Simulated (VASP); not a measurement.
# Dy2BiP3 (P6/mmm) in VASP: further runs

Runs on Dy2BiP3. Level: PBE. Tasks: relaxation of cell and atoms, single point.

Everything below comes from runs of VASP 6.6.1. Logs are shortened: lines on timing, memory, paths and dates and some standing lists are left out, and cuts for length are marked.

### 1 The cell of the first run

The structure is hexagonal, space group P6/mmm (No. 191). Conventional cell: a = 6.364 Å, b = 6.364 Å, c = 3.841 Å, α = 90.00°, β = 90.00°, γ = 120.00°. Dy (site symmetry -6m2) has 6 P at 2.66 Å within 3.5 Å. Bi (site symmetry 6/mmm) has 6 Dy at 3.67 Å and 12 P at 3.72 Å and 2 Bi at 3.84 Å within 4.8 Å. P (site symmetry mmm) has 4 Dy at 2.66 Å and 4 P at 3.18 Å within 3.5 Å.

The cell was built from a structure type or drawn by symmetry, and may not be a known phase.

### 2 Relaxation of cell and atoms, PBE

INCAR

```
SYSTEM = Dy2BiP3
PREC = Accurate ; ENCUT = 500
EDIFF = 1E-7 ; ISMEAR = 0
SIGMA = 0.1 ; LREAL = .FALSE.
LASPH = .TRUE. ; NELM = 200
ALGO = Normal ; ISIF = 3
LWAVE = .FALSE. ; LCHARG = .FALSE.
GGA = PE ; IBRION = 2
NSW = 90 ; EDIFFG = -0.04
GGA_COMPAT = .FALSE. ; NELMIN = 4
LMAXMIX = 6
```

KPOINTS

```
Automatic mesh
0
G
  3 3 4
  0 0 0
```

POSCAR

```
Dy2BiP3
1.0
    6.3637227800      0.0000000000      0.0000000000
   -3.1818613900      5.5111455900      0.0000000000
    0.0000000000      0.0000000000      3.8412444500
Dy Bi P
2 1 3
Direct
    0.3333333300      0.6666666700      0.0000000000
    0.6666666700      0.3333333300      0.0000000000
    0.0000000000      0.0000000000      0.0000000000
    0.5000000000      0.0000000000      0.5000000000
    0.5000000000      0.5000000000      0.5000000000
    0.0000000000      0.5000000000      0.5000000000
```

Potentials or basis: VASP PAW PBE potentials, release 64 (Dy_3, Bi_d, P), 4f in core.

Started as:

```
> cat potpaw_PBE.64/Dy_3/POTCAR potpaw_PBE.64/Bi_d/POTCAR potpaw_PBE.64/P/POTCAR > POTCAR
> mpirun -np 1 vasp_std > vasp.out
```

OUTCAR:

```text
SYSTEM = Dy2BiP3
   PREC = Accurate
   ENCUT = 500
   EDIFF = 1E-7
   ISMEAR = 0
   LREAL = .FALSE.
   LASPH = .TRUE.
   NELM = 200
   ISIF = 3
   GGA = PE
   IBRION = 2
   NSW = 90
   EDIFFG = -0.04
   NELMIN = 4

 ion  position               nearest neighbor table
   1  0.333  0.667  0.000-   4 2.66   4 2.66   6 2.66   6 2.66   5 2.66   5 2.66   2 3.67   3 3.67
                             2 3.67   3 3.67   3 3.67   2 3.67
   2  0.667  0.333  0.000-   4 2.66   4 2.66   6 2.66   6 2.66   5 2.66   5 2.66   1 3.67   3 3.67
                             1 3.67   3 3.67   3 3.67   1 3.67
   3  0.000  0.000  0.000-   1 3.67   2 3.67   1 3.67   2 3.67   2 3.67   1 3.67
   4  0.500  0.000  0.500-   1 2.66   2 2.66   1 2.66   2 2.66
   5  0.500  0.500  0.500-   1 2.66   2 2.66   1 2.66   2 2.66
   6  0.000  0.500  0.500-   1 2.66   2 2.66   1 2.66   2 2.66

  LATTYP: Found a hexagonal cell.
 ALAT       =     6.3637227800
 C/A-ratio  =     0.6036159309

  Lattice vectors:

 A1 = (   6.3637227800,   0.0000000000,   0.0000000000)
 A2 = (  -3.1818613900,   5.5111455900,   0.0000000000)
 A3 = (   0.0000000000,   0.0000000000,   3.8412444500)

Analysis of symmetry for initial positions (statically):
=====================================================================
 Subroutine PRICEL returns:
 Original cell was already a primitive cell.

 Routine SETGRP: Setting up the symmetry group for a
 hexagonal supercell.

 Subroutine GETGRP returns: Found 24 space group operations
 (whereof 24 operations were pure point group operations)
 out of a pool of 24 trial point group operations.

The static configuration has the point symmetry D_6h.

Analysis of symmetry for dynamics (positions and initial velocities):
=====================================================================
 Subroutine PRICEL returns:
 Original cell was already a primitive cell.

 Routine SETGRP: Setting up the symmetry group for a
 hexagonal supercell.

 Subroutine GETGRP returns: Found 24 space group operations
 (whereof 24 operations were pure point group operations)
 out of a pool of 24 trial point group operations.

The dynamic configuration has the point symmetry D_6h.

 Subroutine INISYM returns: Found 24 space group operations
 (whereof 24 operations are pure point group operations),
 and found     1 'primitive' translations

----------------------------------------------------------------------------------------

                                     Primitive cell

  volume of cell :     134.7178

  direct lattice vectors                    reciprocal lattice vectors
[... 85 lines left out ...]
   ISIF   =      3    stress and relaxation
   ISYM   =      2    0-nonsym 1-usesym 2-fastsym
   POTIM  = 0.5000    time-step for ionic-motion
   TEBEG  =    0.0;   TEEND  =   0.0 temperature during run
   PSTRESS=    0.0 pullay stress
   NELECT =      48.0000    total number of electrons
   NUPDOWN=      -1.0000    fix difference up-down
   EMIN   =  10.00;   EMAX   =-10.00  energy-range for DOS
   EFERMI =   0.00;   METHOD = LEGACY
   ISMEAR =     0;   SIGMA  =   0.10  broadening in eV -4-tet -1-fermi 0-gaus
   EFERMI_NEDOS =   21; number of points for ismear=-14 and -15
   IALGO  =     38    algorithm
   IMIX   =      4    mixing-type and parameters
     AMIX     =   0.40;   BMIX     =  1.00
     AMIX_MAG =   1.60;   BMIX_MAG =  1.00
  volume/ion in A,a.u.               =      22.45       151.52
  Fermi-wavevector in a.u.,A,eV,Ry     =   1.160594  2.193204 18.326745  1.346978
  Thomas-Fermi vector in A             =   2.297175
   LORBIT       =      0    0 simple, 1 ext, 2 COOP (PROOUT), +10 PAW based schemes
   GGA     = PE    functional components
   LHFCALC =     F    Hartree Fock is set to
   AEXX    =    0.0000 exact exchange contribution
   IVDW    =     0    specifies the selected vdW correction
   LEPSILON=     F    determine dielectric tensor
   LRPA    =     F    only Hartree local field effects (RPA)
 conjugate gradient relaxation of ions
 non-spin polarized calculation
 Gauss-broadening in eV      SIGMA  =   0.10
  energy-cutoff  :      500.00
  volume of cell :      134.72
 maximum number of plane-waves:      3434
 NGX is ok and might be reduce to    48
   NGX = 23   NGY = 23   NGZ = 15

--------------------------------------- Ionic step        1  -------------------------------------------

 number of electron      47.9999995 magnetization

 Free energy of the ion-electron system (eV)
  ---------------------------------------------------
  ext. energy  EPLUGINS =         0.00000000
  ---------------------------------------------------
  free energy    TOTEN  =       -32.39571809 eV

  energy without entropy =      -32.38063776  energy(sigma->0) =      -32.38817793

------------------------ aborting loop because EDIFF is reached ----------------------------------------

  FORCE on cell =-STRESS in cart. coord.  units (eV):
  Direction    XX          YY          ZZ          XY          YZ          ZX
  --------------------------------------------------------------------------------------
  -------------------------------------------------------------------------------------
  Total        2.6612101      2.6612101     11.9063595      0.0000000      0.0000000      0.0000000
  in kB       31.6493410     31.6493410    141.6004038      0.0000000      0.0000000      0.0000000
  external PRESSURE =      68.2996953 kB  Pullay stress =       0.0000000 kB
[... 27 lines left out ...]
--------------------------------------- Ionic step        2  -------------------------------------------

 number of electron      48.0000009 magnetization

 E-fermi :   4.5321     XC(G=0):  -9.8671

 val. band max:        4.5113084692   @ k =   0.3333   0.0000   0.5000
 cond. band min:       4.5408653897   @ k =   0.3333   0.3333   0.5000
 fundamental gap:      0.0295569204
 Fermi energy:         4.5321373840

 k-point     1 :       0.0000    0.0000    0.0000
  band No.  band energies     occupation
      1     -18.4038      2.00000
      2     -18.4038      2.00000
      3     -18.2196      2.00000
      4     -18.2174      2.00000
      5     -18.2174      2.00000
      6     -18.1673      2.00000
[... 507 lines left out ...]
--------------------------------------- Ionic step        8  -------------------------------------------

 number of electron      48.0000006 magnetization

 Free energy of the ion-electron system (eV)
  ---------------------------------------------------
  ext. energy  EPLUGINS =         0.00000000
  ---------------------------------------------------
  free energy    TOTEN  =       -32.79528408 eV

  energy without entropy =      -32.78108126  energy(sigma->0) =      -32.78818267

 E-fermi :   5.3379     XC(G=0): -10.2705

 val. band max:        5.3082673876   @ k =   0.0000   0.0000   0.0000
 cond. band min:       5.3692405835   @ k =   0.3333   0.3333   0.5000
 fundamental gap:      0.0609731958
 Fermi energy:         5.3379375915

 k-point     1 :       0.0000    0.0000    0.0000
  band No.  band energies     occupation
      1     -17.4516      2.00000
      2     -17.4516      2.00000
      3     -17.2928      2.00000
      4     -17.2502      2.00000
      5     -17.2502      2.00000
      6     -17.2458      2.00000
[... 301 lines left out ...]
  FREE ENERGIE OF THE ION-ELECTRON SYSTEM (eV)
  ---------------------------------------------------
  free  energy   TOTEN  =       -32.7952840776 eV

  energy  without entropy=      -32.7810812575  energy(sigma->0) =      -32.78818267

 reached required accuracy - stopping structural energy minimisation
```

CONTCAR:

```text
Dy2BiP3
   1.00000000000000
     6.2551109726714644    0.0000000000000000    0.0000000000000000
    -3.1275554863357322    5.4170850057090707   -0.0000000000000000
     0.0000000000000000   -0.0000000000000000    4.1540231213968131
  Dy              Bi              P
     2     1     3
Direct
     0.3333333300000021    0.6666666699999979    0.0000000000000000
     0.6666666699999979    0.3333333300000021    0.0000000000000000
     0.0000000000000000    0.0000000000000000    0.0000000000000000
     0.5000000000000000    0.0000000000000000    0.5000000000000000
     0.5000000000000000    0.5000000000000000    0.5000000000000000
     0.0000000000000000    0.5000000000000000    0.5000000000000000

  0.00000000E+00  0.00000000E+00  0.00000000E+00
  0.00000000E+00  0.00000000E+00  0.00000000E+00
  0.00000000E+00  0.00000000E+00  0.00000000E+00
  0.00000000E+00  0.00000000E+00  0.00000000E+00
  0.00000000E+00  0.00000000E+00  0.00000000E+00
  0.00000000E+00  0.00000000E+00  0.00000000E+00
```

It took 2.6 min on 1 thread of AMD EPYC 9R45 (Zen 5), shared host; peak memory 0.24 GiB.

What came out:

* Free energy: -32.7953 eV
* Relaxed volume: 23.46 Å³/atom
* Relaxed cell: a = 6.255 Å, b = 6.255 Å, c = 4.154 Å, α = 90.00°, β = 90.00°, γ = 120.00°
* Space group after relaxing (to 0.1 Å): P6/mmm (No. 191)
* Energy gained by relaxing: 66.6 meV/atom
* Ionic steps: 8
* Pressure after relaxing: 0.0 GPa
* Band gap on the k mesh: zero (bands 24 and 25 overlap by 0.96 eV)

The path:
| step | energy change (eV) | largest force (eV/Å) | pressure (GPa) | volume (Å³) |
| --- | --- | --- | --- | --- |
| 1 | 0.0000 | 0.0000 | 6.83 | 134.72 |
| 2 | -0.2017 | 0.0000 | -4.72 | 154.00 |
| 3 | -0.3446 | 0.0000 | -0.89 | 145.88 |
| 4 | -0.3769 | 0.0000 | -0.56 | 143.91 |
| 5 | -0.3991 | 0.0000 | 0.11 | 140.81 |
| 6 | -0.3993 | 0.0000 | 0.20 | 140.45 |
| 7 | -0.3993 | 0.0000 | -0.20 | 141.06 |
| 8 | -0.3996 | 0.0000 | 0.00 | 140.76 |

Final structure:
```
Dy Bi P
1.0
     6.25511    0.00000    0.00000
    -3.12756    5.41709    0.00000
     0.00000    0.00000    4.15402
Dy Bi P
2 1 3
Direct
  0.33333 0.66667 0.00000
  0.66667 0.33333 0.00000
  0.00000 0.00000 0.00000
  0.50000 0.00000 0.50000
  0.50000 0.50000 0.50000
  0.00000 0.50000 0.50000
```

Caveat: the k points lie up to 0.39 Å⁻¹ apart in the final cell, too coarse for converged energies and pressures of a metal; spin-orbit coupling is left out, which moves the levels of the heavy elements; the 4f electrons are frozen in the core, so they carry no moment and show no levels. Spin polarisation is off, so any magnetic state and its effect on volume and gap are missing.

### 3 Single point, PBE

This run uses another cell than the first one, of 23.34 Å³/atom.

INCAR

```
SYSTEM = Dy2BiP3
  PREC = Accurate
  ENCUT = 500
  EDIFF = 1E-6
  ISMEAR = 0
  SIGMA = 0.1
  LREAL = .FALSE.
  LASPH = .TRUE.
  NELM = 200
  ALGO = Normal
  ISIF = 2
  LWAVE = .FALSE.
  LCHARG = .TRUE.
  GGA = PE
  LELF = .TRUE.
  LVHAR = .TRUE.
  NBANDS = 33
  GGA_COMPAT = .FALSE.
  LMAXMIX = 6
```

KPOINTS

```
regular mesh
0
G
  6 6 10
  0 0 0
```

POSCAR

```
Dy2BiP3
1.0
    6.2015412315      0.0000000000      0.0000000000
   -3.1007706157      5.3706922491      0.0000000000
    0.0000000000      0.0000000000      4.2037981641
Dy Bi P
2 1 3
Direct
    0.3333333333      0.6666666667      0.0000000000
    0.6666666667      0.3333333333      0.0000000000
    0.0000000000      0.0000000000      0.0000000000
    0.5000000000      0.0000000000      0.5000000000
    0.5000000000      0.5000000000      0.5000000000
    0.0000000000      0.5000000000      0.5000000000
```

Potentials or basis: VASP PAW PBE potentials, release 64 (Dy_3, Bi_d, P), 4f in core.

Started as:

```
> cat potpaw_PBE.64/Dy_3/POTCAR potpaw_PBE.64/Bi_d/POTCAR potpaw_PBE.64/P/POTCAR > POTCAR
> mpirun -np 1 vasp_std > vasp.out
```

Run time: 2.1 min. Hardware: 1 thread of AMD EPYC 9R45 (Zen 5), shared host; peak memory 0.33 GiB.

The run converged. Its results:

| Quantity | Value |
| --- | --- |
| Free energy | -32.7219 eV |
| Pressure | 0.2 GPa |
| Band gap on the k mesh | zero (bands 24 and 25 overlap by 1.51 eV) |

Stress tensor (GPa, compression positive):
```
0.17 0.00 0.00
0.00 0.17 0.00
0.00 0.00 0.39
```

Levels at points of the mesh, in eV from the Fermi level:
```
           k point  band 21  band 22  band 23  band 24  band 25  band 26  band 27  band 28
(0.00, 0.00, 0.00)    -1.93    -0.26     0.24     0.24     1.36     1.89     2.08     2.08
(0.50, 0.00, 0.00)    -2.26    -2.02    -1.38    -1.26     1.15     1.20     1.43     2.07
(0.00, 0.00, 0.50)    -2.31    -2.00    -2.00    -1.58     1.06     1.06     1.68     2.41
(0.50, 0.00, 0.50)    -2.24    -2.15    -1.47    -1.40     0.44     0.78     1.37     1.74
```

Caveat: spin-orbit coupling is left out, which moves the levels of the heavy elements; the 4f electrons are frozen in the core, so they carry no moment and show no levels. Spin polarisation is off, so any magnetic state and its effect on volume and gap are missing.

### 4 Relaxation of cell and atoms, PBE

This run uses another cell than the first one, of 23.36 Å³/atom.

INCAR

```
PREC = Accurate
ENCUT = 500
EDIFF = 1E-7
ISMEAR = 0
SIGMA = 0.1
LREAL = F
LASPH = T
NELM = 200
ALGO = Normal
ISIF = 3
LWAVE = F
LCHARG = F
GGA = PE
IBRION = 2
NSW = 100
EDIFFG = -0.01
GGA_COMPAT = F
NELMIN = 4
LMAXMIX = 6
```

KPOINTS

```
Automatic mesh
0
Gamma
  6 6 10
```

Edit POSCAR of step 3 so:

```diff
@@ -2,5 +2,5 @@
 1.0
-    6.2015412315      0.0000000000      0.0000000000
-   -3.1007706157      5.3706922491      0.0000000000
-    0.0000000000      0.0000000000      4.2037981641
+    6.2526364300      0.0000000000      0.0000000000
+   -3.1263182150      5.4149419890      0.0000000000
+    0.0000000000      0.0000000000      4.1398030645
 Dy Bi P
```

Started as:

```
> cat potpaw_PBE.64/Dy_3/POTCAR potpaw_PBE.64/Bi_d/POTCAR potpaw_PBE.64/P/POTCAR > POTCAR
> mpirun -np 1 vasp_std > vasp.out
```

Run time: 8.3 min. Hardware: 1 thread of AMD EPYC 9R45 (Zen 5), shared host; peak memory 0.33 GiB.

It converged, with:

| Item | Value |
| --- | --- |
| Free energy | -32.7224 eV |
| Relaxed volume | 23.39 Å³/atom |
| Relaxed cell | a = 6.202 Å, b = 6.202 Å, c = 4.213 Å, α = 90.00°, β = 90.00°, γ = 120.00° |
| Space group after relaxing (to 0.1 Å) | P6/mmm (No. 191) |
| Energy gained by relaxing | 1.8 meV/atom |
| Ionic steps | 7 |
| Pressure after relaxing | 0.0 GPa |
| Band gap on the k mesh | zero (bands 24 and 25 overlap by 1.52 eV) |

The path:
| step | energy change (eV) | largest force (eV/Å) | pressure (GPa) | volume (Å³) |
| --- | --- | --- | --- | --- |
| 1 | 0.0000 | 0.0000 | 0.82 | 140.16 |
| 2 | -0.0052 | 0.0000 | -0.66 | 142.59 |
| 3 | -0.0066 | 0.0000 | -0.20 | 141.80 |
| 4 | -0.0083 | 0.0000 | -0.15 | 141.47 |
| 5 | -0.0100 | 0.0000 | -0.07 | 140.93 |
| 6 | -0.0102 | 0.0000 | 0.11 | 139.84 |
| 7 | -0.0106 | 0.0000 | 0.02 | 140.34 |

Final structure:
```yaml
crystal:
  lattice:
    - [6.20198, 0.00000, 0.00000]
    - [-3.10099, 5.37107, 0.00000]
    - [0.00000, 0.00000, 4.21299]
  atoms:
    - { symbol: Dy, position: [0.33333, 0.66667, 0.00000] }
    - { symbol: Dy, position: [0.66667, 0.33333, 0.00000] }
    - { symbol: Bi, position: [0.00000, 0.00000, 0.00000] }
    - { symbol: P, position: [0.50000, 0.00000, 0.50000] }
    - { symbol: P, position: [0.50000, 0.50000, 0.50000] }
    - { symbol: P, position: [0.00000, 0.50000, 0.50000] }
```

Levels at points of the mesh, in eV from the Fermi level:
```csv
k point,band 21,band 22,band 23,band 24,band 25,band 26,band 27,band 28
"(0.00, 0.00, 0.00)",-1.94,-0.25,0.24,0.24,1.36,1.87,2.08,2.08
"(0.50, 0.00, 0.00)",-2.25,-2.03,-1.37,-1.26,1.14,1.19,1.44,2.08
"(0.00, 0.00, 0.50)",-2.31,-2.00,-2.00,-1.57,1.07,1.07,1.68,2.39
"(0.50, 0.00, 0.50)",-2.23,-2.14,-1.47,-1.39,0.43,0.78,1.37,1.73
```

Caveat: spin-orbit coupling is left out, which moves the levels of the heavy elements; the 4f electrons are frozen in the core, so they carry no moment and show no levels. Spin polarisation is off, so any magnetic state and its effect on volume and gap are missing.

### 5 Overview

| task | cell | k mesh | gap on the mesh (eV) | pressure (GPa) | relaxed volume (Å³/atom) |
| --- | --- | --- | --- | --- | --- |
| relaxation of cell and atoms | relaxed from a = 6.364, b = 6.364, c = 3.841 Å, angles 90.0, 90.0, 120.0°, 6 atoms | 3 × 3 × 4 | none | 0.0 | 23.46 |
| single point | a = 6.202, b = 6.202, c = 4.204 Å, angles 90.0, 90.0, 120.0°, 6 atoms | 6 × 6 × 10 | none | 0.2 | - |
| relaxation of cell and atoms | relaxed from a = 6.253, b = 6.253, c = 4.140 Å, angles 90.0, 90.0, 120.0°, 6 atoms | 6 × 6 × 10 | none | 0.0 | 23.39 |

Alike in all rows: level PBE; potentials or basis VASP PAW PBE potentials, release 64 (Dy_3, Bi_d, P), 4f in core; no spin polarisation; cutoff (eV) 500; smearing gaussian 0.1 eV.

Caveats: some runs use coarse meshes; spin-orbit coupling is left out, which moves the levels of the heavy elements; the 4f electrons are frozen in the core, so they carry no moment and show no levels.

Absolute energies hang on the potentials; compare differences alone.
